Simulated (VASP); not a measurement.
# CoPdO2 (R-3m) in VASP: electric field gradients with PBE

Aim: the electric field gradients of CoPdO2 with PBE.

Program: VASP 6.6.1. These are calculated values, not measurements. Logs are shortened: lines on timing, memory, paths and dates and some standing lists are left out, and cuts for length are marked.

## 1. The cell of the first run

It takes space group R-3m (No. 166, trigonal). The conventional cell has a = 2.845 Å, b = 2.845 Å, c = 17.880 Å, α = 90.00°, β = 90.00°, γ = 120.00°. Within 2.5 Å of Co (site symmetry -3m) lie 6 O at 1.91 Å. Pd (site symmetry -3m) has 2 O at 2.01 Å within 2.7 Å. Within 2.6 Å of O (site symmetry 3m) lie 3 Co at 1.91 Å and 1 Pd at 2.01 Å and 3 O at 2.55 Å.

## 2. Electric field gradients, PBE, collinear spin, ferromagnetic start

INCAR

```
  PREC = Accurate
  ENCUT = 520
  EDIFF = 1E-8
  ISMEAR = -1
  SIGMA = 0.02
  LREAL = F
  LASPH = T
  NELM = 150
  ALGO = Normal
  ISIF = 2
  LWAVE = F
  LCHARG = F
  ISPIN = 2
  MAGMOM = 3 0 0 0
  LORBIT = 11
  LMAXMIX = 4
  GGA = PE
  LEFG = T
  NBANDS = 28
```

KPOINTS

```
regular mesh
0
Gamma
  9 9 9
```

POSCAR

```
CoPdO2
1.0
    1.4224995077      0.8212804737      5.9600000000
   -1.4224995077      0.8212804737      5.9600000000
    0.0000000000     -1.6425609474      5.9600000000
Co Pd O
1 1 2
Direct
    0.5000000000      0.5000000000      0.5000000000
    0.0000000000      0.0000000000      0.0000000000
    0.1121500000      0.1121500000      0.1121500000
    0.8878500000      0.8878500000      0.8878500000
```

Potentials or basis: VASP PAW PBE potentials, release 64 (Co, Pd, O).

Command:

```bash
> cat potpaw_PBE.64/Co/POTCAR potpaw_PBE.64/Pd/POTCAR potpaw_PBE.64/O/POTCAR > POTCAR
> mpirun -np 1 vasp_std > vasp.out
```

OUTCAR:

```text
PREC = Accurate
   ENCUT = 520
   EDIFF = 1E-8
   ISMEAR = -1
   LREAL = F
   LASPH = T
   NELM = 150
   ISIF = 2
   ISPIN = 2
   LORBIT = 11
   GGA = PE

 ion  position               nearest neighbor table
   1  0.500  0.500  0.500-   3 1.91   3 1.91   4 1.91   4 1.91   3 1.91   4 1.91
   2  0.000  0.000  0.000-   3 2.01   4 2.01
   3  0.112  0.112  0.112-   1 1.91   1 1.91   1 1.91   2 2.01
   4  0.888  0.888  0.888-   1 1.91   1 1.91   1 1.91   2 2.01

  LATTYP: Found a trigonal (rhomboedric) cell.
 ALAT       =     6.1822007785
 COS(alpha) =     0.8941116858

  Lattice vectors:

 A1 = (   1.4224995077,   0.8212804737,   5.9600000000)
 A2 = (  -1.4224995077,   0.8212804737,   5.9600000000)
 A3 = (   0.0000000000,  -1.6425609474,   5.9600000000)

Analysis of symmetry for initial positions (statically):
=====================================================================
 Subroutine PRICEL returns:
 Original cell was already a primitive cell.

 Routine SETGRP: Setting up the symmetry group for a
 trigonal (rhombohedral) supercell.

 Subroutine GETGRP returns: Found 12 space group operations
 (whereof 12 operations were pure point group operations)
 out of a pool of 12 trial point group operations.

The static configuration has the point symmetry D_3d.

Analysis of symmetry for dynamics (positions and initial velocities):
=====================================================================
 Subroutine PRICEL returns:
 Original cell was already a primitive cell.

 Routine SETGRP: Setting up the symmetry group for a
 trigonal (rhombohedral) supercell.

 Subroutine GETGRP returns: Found 12 space group operations
 (whereof 12 operations were pure point group operations)
 out of a pool of 12 trial point group operations.

The dynamic configuration has the point symmetry D_3d.

Analysis of structural, dynamic, and magnetic symmetry:
=====================================================================
 Subroutine PRICEL returns:
 Original cell was already a primitive cell.

 Routine SETGRP: Setting up the symmetry group for a
 trigonal (rhombohedral) supercell.

 Subroutine GETGRP returns: Found 12 space group operations
 (whereof 12 operations were pure point group operations)
 out of a pool of 12 trial point group operations.

The overall configuration has the point symmetry D_3d.

 Subroutine INISYM returns: Found 12 space group operations
 (whereof 12 operations are pure point group operations),
 and found     1 'primitive' translations

----------------------------------------------------------------------------------------

                                     Primitive cell

  volume of cell :      41.7774

  direct lattice vectors                    reciprocal lattice vectors
     1.422499508  0.821280474  5.960000000     0.351493971  0.202935138  0.055928412
    -1.422499508  0.821280474  5.960000000    -0.351493971  0.202935138  0.055928412
     0.000000000 -1.642560947  5.960000000     0.000000000 -0.405870277  0.055928412

  length of vectors
     6.182200779  6.182200779  6.182200779     0.409705588  0.409705588  0.409705588

  position of ions in fractional coordinates (direct lattice)
     0.500000000  0.500000000  0.500000000
     0.000000000  0.000000000  0.000000000
     0.112150000  0.112150000  0.112150000
     0.887850000  0.887850000  0.887850000

  ion indices of the primitive-cell ions
   primitive index   ion index
                 1           1
                 2           2
                 3           3
                 4           4

----------------------------------------------------------------------------------------

 KPOINTS: regular mesh

Automatic generation of k-mesh.
 Grid dimensions read from file:
 generate k-points for:    9    9    9

 Generating k-lattice:

  Cartesian coordinates                     Fractional coordinates (reciprocal lattice)
     0.039054886  0.022548349  0.006214268     0.111111111 -0.000000000  0.000000000
    -0.039054886  0.022548349  0.006214268    -0.000000000  0.111111111  0.000000000
     0.000000000 -0.045096697  0.006214268     0.000000000  0.000000000  0.111111111

  Length of vectors
     0.045522843  0.045522843  0.045522843

  Shift w.r.t. Gamma in fractional coordinates (k-lattice)
     0.000000000  0.000000000  0.000000000

 Subroutine IBZKPT returns following result:
 ===========================================

 Found     85 irreducible k-points:

 Following reciprocal coordinates:
            Coordinates               Weight
  0.000000  0.000000  0.000000      1.000000
  0.111111 -0.000000 -0.000000      6.000000
  0.222222 -0.000000 -0.000000      6.000000
  0.333333 -0.000000  0.000000      6.000000
  0.444444 -0.000000 -0.000000      6.000000
  0.111111  0.111111 -0.000000      6.000000
[... 16 lines left out ...]
 -0.333333  0.333333  0.000000      6.000000
  0.444444  0.444444 -0.000000      6.000000
 [... further k-points ...]
   k-points           NKPTS =     85   k-points in BZ     NKDIM =     85   number of bands    NBANDS=     28
   number of dos      NEDOS =    301   number of ions     NIONS =      4
   total plane-waves  NPLWV = 110592
   dimension x,y,z NGX =    48 NGY =   48 NGZ =   48
   dimension x,y,z NGXF=    96 NGYF=   96 NGZF=   96
   ions per type =               1   1   2
   NGX,Y,Z   is equivalent  to a cutoff of  12.91, 12.91, 12.91 a.u.
   NGXF,Y,Z  is equivalent  to a cutoff of  25.82, 25.82, 25.82 a.u.
 SYSTEM =  unknown system
   PREC   = accura    normal or accurate (medium, high low for compatibility)
   ISTART =      0    job   : 0-new  1-cont  2-samecut
   ICHARG =      2    charge: 1-file 2-atom 10-const
   ISPIN  =      2    spin polarized calculation?
   LNONCOLLINEAR =      F non collinear calculations
   LSORBIT =      F    spin-orbit coupling
   LASPH  =      T    aspherical Exc in radial PAW
   ENCUT  =  520.0 eV  38.22 Ry    6.18 a.u.  11.49 11.49 11.49*2*pi/ulx,y,z
   NELM   =    150;   NELMIN=  2; NELMDL= -5     # of ELM steps
   EDIFF  = 0.1E-07   stopping-criterion for ELM
   LREAL  =      F    real-space projection
   EDIFFG = 0.1E-06   stopping-criterion for IOM
   NSW    =      0    number of steps for IOM
   IBRION =     -1    ionic relax: 0-MD 1-quasi-New 2-CG
   NFREE  =      0    steps in history (QN), initial steepest desc. (CG)
   ISIF   =      2    stress and relaxation
   ISYM   =      2    0-nonsym 1-usesym 2-fastsym
   POTIM  = 0.5000    time-step for ionic-motion
   TEBEG  =    0.0;   TEEND  =   0.0 temperature during run
   PSTRESS=    0.0 pullay stress
   NELECT =      31.0000    total number of electrons
   NUPDOWN=      -1.0000    fix difference up-down
   EMIN   =  10.00;   EMAX   =-10.00  energy-range for DOS
   EFERMI =   0.00;   METHOD = LEGACY
   ISMEAR =    -1;   SIGMA  =   0.02  broadening in eV -4-tet -1-fermi 0-gaus
   EFERMI_NEDOS =   21; number of points for ismear=-14 and -15
   IALGO  =     38    algorithm
   IMIX   =      4    mixing-type and parameters
     AMIX     =   0.40;   BMIX     =  1.00
     AMIX_MAG =   1.60;   BMIX_MAG =  1.00
  volume/ion in A,a.u.               =      10.44        70.48
  Fermi-wavevector in a.u.,A,eV,Ry     =   1.482114  2.800790 29.887410  2.196663
  Thomas-Fermi vector in A             =   2.595941
   LORBIT       =     11    0 simple, 1 ext, 2 COOP (PROOUT), +10 PAW based schemes
   GGA     = PE    functional components
   LHFCALC =     F    Hartree Fock is set to
   AEXX    =    0.0000 exact exchange contribution
   IVDW    =     0    specifies the selected vdW correction
   LEPSILON=     F    determine dielectric tensor
   LRPA    =     F    only Hartree local field effects (RPA)
 spin polarized calculation
  energy-cutoff  :      520.00
  volume of cell :       41.78
 maximum number of plane-waves:      1143
 NGX is ok and might be reduce to    48
   NGX = 23   NGY = 23   NGZ = 23

 number of electron      30.9999998 magnetization       0.0005951

 number of electron      30.9999998 magnetization      -0.0000411

 Free energy of the ion-electron system (eV)
  ---------------------------------------------------
  ext. energy  EPLUGINS =         0.00000000
  ---------------------------------------------------
  free energy    TOTEN  =       -25.60977162 eV

  energy without entropy =      -25.60793312  energy(sigma->0) =      -25.60885237

 E-fermi :   7.7920     XC(G=0): -12.3859

 val. band max:        7.7866769008   @ k =  -0.4444  -0.4444   0.1111
 cond. band min:       7.7929193923   @ k =  -0.2222  -0.3333   0.1111
 fundamental gap:      0.0062424915
 Fermi energy:         7.7919778096

 spin component 1

 k-point     1 :       0.0000    0.0000    0.0000
  band No.  band energies     occupation
      1     -13.1871      1.00000
      2     -11.3739      1.00000
      3      -0.7999      1.00000
      4       1.7152      1.00000
      5       1.7152      1.00000
      6       2.6050      1.00000
[... 709 lines left out ...]
     26      23.3203      0.00000
     27      24.8403      0.00000

 [... further k-points ...]

 spin component 2

 k-point     1 :       0.0000    0.0000    0.0000
  band No.  band energies     occupation
      1     -13.1871      1.00000
      2     -11.3739      1.00000
      3      -0.7999      1.00000
      4       1.7152      1.00000
      5       1.7152      1.00000
      6       2.6050      1.00000
[... 709 lines left out ...]
     26      23.3202      0.00000
     27      24.8403      0.00000

 [... further k-points ...]

 [bands above 27 left out]

------------------------ aborting loop because EDIFF is reached ----------------------------------------

  FORCE on cell =-STRESS in cart. coord.  units (eV):
  Direction    XX          YY          ZZ          XY          YZ          ZX
  --------------------------------------------------------------------------------------
  -------------------------------------------------------------------------------------
  Total        0.4633324      0.4633324      0.2332515     -0.0000000      0.0000000      0.0000000
  in kB       17.7689663     17.7689663      8.9452786     -0.0000000      0.0000000      0.0000000
  external PRESSURE =      14.8277371 kB  Pullay stress =       0.0000000 kB

 VOLUME and BASIS-vectors are now :
 -----------------------------------------------------------------------------
  energy-cutoff  :      520.00
  volume of cell :       41.78
      direct lattice vectors                 reciprocal lattice vectors
     1.422499508  0.821280474  5.960000000     0.351493971  0.202935138  0.055928412
    -1.422499508  0.821280474  5.960000000    -0.351493971  0.202935138  0.055928412
     0.000000000 -1.642560947  5.960000000     0.000000000 -0.405870277  0.055928412

 POSITION                                       TOTAL-FORCE (eV/Angst)
 -----------------------------------------------------------------------------------
      0.00000      0.00000      8.94000         0.000000     -0.000000     -0.000000
      0.00000      0.00000      0.00000         0.000000      0.000000     -0.000000
      0.00000      0.00000      2.00524         0.000000      0.000000      0.145909
      0.00000      0.00000     15.87476         0.000000      0.000000     -0.145909
 -----------------------------------------------------------------------------------
    total drift:                               -0.000000     -0.000000      0.000000

  FREE ENERGIE OF THE ION-ELECTRON SYSTEM (eV)
  ---------------------------------------------------
  free  energy   TOTEN  =       -25.6097716172 eV

  energy  without entropy=      -25.6079331233  energy(sigma->0) =      -25.60885237

 Electric field gradients (V/A^2)
---------------------------------------------------------------------
 ion       V_xx      V_yy      V_zz      V_xy      V_xz      V_yz
---------------------------------------------------------------------
   1     -12.161   -12.161    24.322    -0.000    -0.000     0.000
   2      -6.226    -6.226    12.451    -0.000     0.000    -0.000
   3     -16.971   -16.971    33.943    -0.000    -0.000    -0.000
   4     -16.971   -16.971    33.943    -0.000     0.000    -0.000
---------------------------------------------------------------------

 Electric field gradients after diagonalization (V/A^2)
 (convention: |V_zz| > |V_xx| > |V_yy|)
----------------------------------------------------------------------
 ion       V_xx      V_yy      V_zz     asymmetry (V_yy - V_xx)/ V_zz
----------------------------------------------------------------------
   1     -12.161   -12.161    24.322       0.000
   2      -6.226    -6.226    12.451       0.000
   3     -16.971   -16.971    33.943       0.000
   4     -16.971   -16.971    33.943       0.000
----------------------------------------------------------------------

           NMR quadrupolar parameters

 Cq : quadrupolar parameter    Cq=e*Q*V_zz/h
 eta: asymmetry parameters     (V_yy - V_xx)/ V_zz
 Q  : nuclear electric quadrupole moment in mb (millibarn)
----------------------------------------------------------------------
 ion       Cq(MHz)       eta       Q (mb)
----------------------------------------------------------------------
   1       0.059       0.000       1.000
   2       0.030       0.000       1.000
   3       0.082       0.000       1.000
   4       0.082       0.000       1.000
----------------------------------------------------------------------

 total charge

# of ion       s       p       d       tot
------------------------------------------
    1        0.424   0.646   7.320   8.391
    2        0.470   0.456   8.448   9.375
    3        1.561   3.433   0.000   4.994
    4        1.561   3.433   0.000   4.994
--------------------------------------------------
tot          4.016   7.969  15.769  27.753

 magnetization (x)

# of ion       s       p       d       tot
------------------------------------------
    1       -0.000  -0.000  -0.000  -0.000
    2       -0.000   0.000  -0.000  -0.000
    3       -0.000   0.000   0.000   0.000
    4       -0.000   0.000   0.000   0.000
--------------------------------------------------
tot         -0.000   0.000  -0.000  -0.000
```

Wall time 12 min (1 thread of Intel Xeon Platinum 8488C (Sapphire Rapids), shared host); peak memory 0.51 GiB.

What came out:

```
Free energy                                           : -25.6098 eV
Pressure                                              : 1.5 GPa
Largest force                                         : 0.146 eV/Å
Net moment                                            : 0.00 μB per cell
Largest electric field gradient by atom               : Co +24.3; Pd +12.5; O +33.9 V/Å²
Valence electrons inside the program's atomic spheres : Co 8.39; Pd 9.38; O 4.99
```

Forces in eV/Å, atoms in the order of the input:
```
Co   0.000  0.000  0.000
Pd   0.000  0.000  0.000
O    0.000  0.000  0.146
O    0.000  0.000 -0.146
```

Stress tensor (GPa, compression positive):
```
1.78 0.00 0.00
0.00 1.78 0.00
0.00 0.00 0.89
```

Electric field gradients, principal values (V/Å²):
| atom | least | middle | greatest (by size) |
| --- | --- | --- | --- |
| 1 Co | -12.161 | -12.161 | 24.322 |
| 2 Pd | -6.226 | -6.226 | 12.451 |
| 3 O | -16.971 | -16.971 | 33.943 |
| 4 O | -16.971 | -16.971 | 33.943 |

Caveat: the moments typed at the start vanished in this run; without QUAD_EFG the Cq values of the log hold for a quadrupole moment of 1 mb, not for the nuclei; semilocal functionals often make such compounds metallic where correlation or magnetic order opens a gap, which also shifts bond lengths. With open d or f shells a metallic result of PBE can be an artefact of self-interaction; +U or a hybrid may open a gap.
